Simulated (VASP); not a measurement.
Wanted: the native input for a VASP 6.6.1 run.

```yaml
Task: single point
Functional: PBE
Potentials_or_basis: VASP PAW PBE potentials, release 64 (Si, O)
Cutoff: 520 eV
k_mesh: 7 × 7 × 7
Occupations: fermi-dirac, width 0.05 eV
Spin: no spin polarisation
Dipole_correction: no
Further_INCAR_settings: ALGO = Normal; EDIFF = 1e-06; NBANDS = 44
```

The structure of SiO2 lies in POSCAR:

```
SiO2
1.0
   -2.8399061897      2.8399061897      5.6549777581
    2.8399061897     -2.8399061897      5.6549777581
    2.8399061897      2.8399061897     -5.6549777581
Si O
4 8
Direct
    0.8750000000      0.2633355733      0.8883355733
    0.0133355733      0.6250000000      0.8883355733
    0.7366644267      0.1250000000      0.1116644267
    0.3750000000      0.9866644267      0.1116644267
    0.6336669779      0.1336669779      0.5000000000
    0.4680805841      0.9680805841      0.9361611681
    0.0319194159      0.5319194159      0.0638388319
    0.1163330221      0.1163330221      0.0000000000
    0.8836669779      0.8836669779      0.0000000000
    0.8663330221      0.3663330221      0.5000000000
    0.2819194159      0.7180805841      0.0000000000
    0.7180805841      0.2819194159      0.0000000000
```

One way to write it, as run:

INCAR

```
PREC = Accurate
ENCUT = 520
EDIFF = 1E-6
ISMEAR = -1
SIGMA = 0.05
LREAL = False
LASPH = True
NELM = 60
ALGO = Normal
ISIF = 2
LWAVE = False
LCHARG = True
GGA = PE
LELF = True
LVHAR = True
NBANDS = 44
```

KPOINTS

```
regular mesh
0
Gamma
  7 7 7
```

Potentials or basis: VASP PAW PBE potentials, release 64 (Si, O).

Launch:

```console
$ cat potpaw_PBE.64/Si/POTCAR potpaw_PBE.64/O/POTCAR > POTCAR
$ mpirun -np 1 vasp_std > vasp.out
```

Results of the run:

* Pressure: 0.1 GPa
* Largest force: 0.006 eV/Å
* Band gap on the k mesh: 4.84 eV, direct

It took 9.1 min on 1 thread of Oxide Virtual Turin-like Processor, with other jobs on the host, peak memory 0.48 GiB.
